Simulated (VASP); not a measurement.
Crystal: InHgSe2.

```xyz
8
Lattice="-3.9416 3.9416 3.3422 3.9416 -3.9416 3.3422 3.9416 3.9416 -3.3422" Properties=species:S:1:pos:R:3 pbc="T T T"
In    0.0000    3.9416    1.6711
In    3.9416    0.0000    1.6711
Hg    0.0000    0.0000    1.6711
Hg    0.0000    0.0000    5.0133
Se    1.3512    5.2928    0.0000
Se    2.5904    1.3512    0.0000
Se    2.5904   -1.3512    3.3422
Se    1.3512    2.5904    3.3422
```

```yaml
Program: VASP 6.6.1
Task: relaxation of cell and atoms
Functional: PBE
Potentials_or_basis: VASP PAW PBE potentials, release 64 (In_d, Hg, Se)
Cutoff: 600 eV
k_mesh: 4 × 4 × 4
Occupations: fermi-dirac, width 0.1 eV
Spin: no spin polarisation
```

At the start: pressure 5.3 GPa; volume 25.96 Å³/atom.

Question: Where does the relaxation end?

Answer: Over 11 steps the energy falls by 50.0 meV/atom and the volume is 27.21 Å³/atom (+4.8 %); space group I4/mcm (No. 140, to 0.1 Å) before and after.

Step by step:
```
step  energy change (eV)  largest force (eV/Å)  pressure (GPa)  volume (Å³)
   1              0.0000                1.3050            5.34       207.70
   2             -0.2890                0.3465           -2.26       234.79
   3             -0.3778                0.1144           -0.23       225.08
   4             -0.3777                0.1338           -0.14       224.73
   5             -0.3827                0.1239           -0.11       223.75
   6             -0.3938                0.0950            0.01       220.84
   7             -0.3972                0.0428            0.33       215.04
   8             -0.3991                0.0634            0.20       217.24
   9             -0.3977                0.0700           -0.38       218.96
  10             -0.4000                0.0115           -0.03       217.90
  11             -0.4001                0.0052           -0.01       217.71
```

Final structure:
```yaml
crystal:
  lattice:
    - [-3.95389, 3.95389, 3.48150]
    - [3.95389, -3.95389, 3.48150]
    - [3.95389, 3.95389, -3.48150]
  atoms:
    - { symbol: In, position: [0.75000, 0.25000, 0.50000] }
    - { symbol: In, position: [0.25000, 0.75000, 0.50000] }
    - { symbol: Hg, position: [0.25000, 0.25000, 0.00000] }
    - { symbol: Hg, position: [0.75000, 0.75000, 0.00000] }
    - { symbol: Se, position: [0.67925, 0.17925, 0.85849] }
    - { symbol: Se, position: [0.17925, 0.32075, 0.50000] }
    - { symbol: Se, position: [0.32075, 0.82075, 0.14151] }
    - { symbol: Se, position: [0.82075, 0.67925, 0.50000] }
```
